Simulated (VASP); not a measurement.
Sn:

```
Sn
1.0
     0.00000    3.32890    3.32890
     3.32890    0.00000    3.32890
     3.32890    3.32890    0.00000
Sn
2
Direct
  0.50000 0.50000 0.50000
  0.75000 0.75000 0.75000
```

This isn't the form of Sn at room conditions, which is tetragonal (white tin).

Program: VASP 6.6.1. Alike in all runs: task single point; level PBE; potentials or basis VASP PAW PBE potentials, release 64 (Sn_d); no spin polarisation; cell as given; cutoff (eV) 520.

Order these runs on this cell by their pressure, lowest first.
A. k mesh 5 × 5 × 5; smearing fermi-dirac 0.1 eV
B. k mesh 2 × 2 × 2; smearing fermi-dirac 0.1 eV
C. k mesh 8 × 8 × 8; smearing fermi-dirac 1 eV

A (0.1 GPa), C (4.2 GPa), B (7.3 GPa).

Caveats: some runs use coarse meshes; the cell stands under pressure (at least some runs); so wide a smearing shifts energies and pressures (at least some runs).
